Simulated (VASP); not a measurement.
A run of VASP 6.6.1 is set up as follows.

File INCAR:

```
  PREC = Accurate
  ENCUT = 600
  EDIFF = 1E-6
  ISMEAR = -1
  SIGMA = 0.15
  LREAL = False
  LASPH = True
  NELM = 60
  ALGO = Normal
  ISIF = 3
  LWAVE = False
  LCHARG = False
  GGA = CA
  IBRION = 2
  NSW = 80
  EDIFFG = -0.001
  PSTRESS = 60.0
```

KPOINTS

```
regular mesh
0
Gamma
  16 16 16
```

POSCAR

```
HfN
1.0
    0.0000000000      2.2343731870      2.2343731870
    2.2343731870      0.0000000000      2.2343731870
    2.2343731870      2.2343731870      0.0000000000
Hf N
1 1
Direct
    0.0000000000      0.0000000000      0.0000000000
    0.5000000000      0.5000000000      0.5000000000
```

Potentials or basis: VASP PAW LDA potentials, release 64 (Hf_pv, N).

Command:

```bash
$ cat potpaw_LDA.64/Hf_pv/POTCAR potpaw_LDA.64/N/POTCAR > POTCAR
$ mpirun -np 1 vasp_std > vasp.out
```

(1) What does it give for the relaxed volume?

(2) Predict the space group after relaxing (to 0.1 Å).

Answers

(1) 10.90 Å³/atom.

(2) Fm-3m (No. 225).

Caveat: the cell is relaxed towards a set pressure, so the run minimises the enthalpy, not the energy.
